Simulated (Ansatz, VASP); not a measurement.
PbS: VASP beside Ansatz

```xyz
4
Lattice="2.0569 -3.5658 0.0000 2.0569 3.5658 0.0000 0.0000 0.0000 7.5599" Properties=species:S:1:pos:R:3 pbc="T T T"
Pb    2.0569    3.5585    3.6797
Pb    2.0569   -3.5585    7.4596
S     2.0569   -1.1920    5.2350
S     2.0569    1.1920    1.4550
```

Alike in both runs: task single point; functional PBE; k mesh 8 × 8 × 4; occupations gaussian, width 0.05 eV; no spin polarisation.

|  | VASP | Ansatz |
| --- | --- | --- |
| version | VASP 6.6.1 | Ansatz 0.2.0 |
| potentials or method | VASP PAW PBE potentials, release 64 (Pb_d, S), cutoff 520 eV | scalar-relativistic, plane waves, PAW |
| valence electrons in the cell | 40 | 40 |

```tsv
	VASP	Ansatz	Ansatz less VASP
gap on the k mesh at the Fermi level (eV)	0.61	0.61	-0.003
rms of the force components (eV/Å)	0.036	0.035	-0.0014
```

Atom by atom the forces differ by 0.001 eV/Å (rms over components).

Neither program's run includes spin-orbit coupling.
